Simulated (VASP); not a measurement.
A run of VASP 6.6.1 is set up as follows.

The input INCAR:

```
PREC     = Accurate       # precision mode
ENCUT    = 520            # plane-wave cutoff, eV
EDIFF    = 1E-8           # SCF threshold, eV
ISMEAR   = -1             # smearing method
SIGMA    = 0.03           # smearing width, eV
LREAL    = F              # projectors in reciprocal space
LASPH    = T              # aspherical terms in the spheres
NELM     = 60             # most SCF steps
ALGO     = Normal         # electronic algorithm
ISIF     = 2              # what is computed and relaxed
LWAVE    = F              # write WAVECAR
LCHARG   = F              # write CHGCAR
GGA      = CA             # functional
LEFG     = T            
NBANDS   = 16             # bands
```

The input KPOINTS:

```
Automatic mesh
0
Gamma
  6 6 5
```

The input POSCAR:

```
Se
1.0
    4.3807057031      0.0000000000      0.0000000000
   -2.1903528516      3.7938024255      0.0000000000
    0.0000000000      0.0000000000      4.9700572638
Se
3
Direct
    0.2254000000      0.0000000000      0.3333333333
    0.0000000000      0.2254000000      0.6666666667
    0.7746000000      0.7746000000      0.0000000000
```

Potentials or basis: VASP PAW LDA potentials, release 64 (Se).

The run is started by

```sh
$ cat potpaw_LDA.64/Se/POTCAR > POTCAR
$ mpirun -np 1 vasp_std > vasp.out
```

(1) What does it give for the pressure?

(2) Predict the band gap on the k mesh.

Answers

(1) -1.6 GPa.

(2) 1.19 eV, indirect (least direct gap 1.39 eV).

Caveat: without QUAD_EFG the Cq values of the log hold for a quadrupole moment of 1 mb, not for the nuclei.
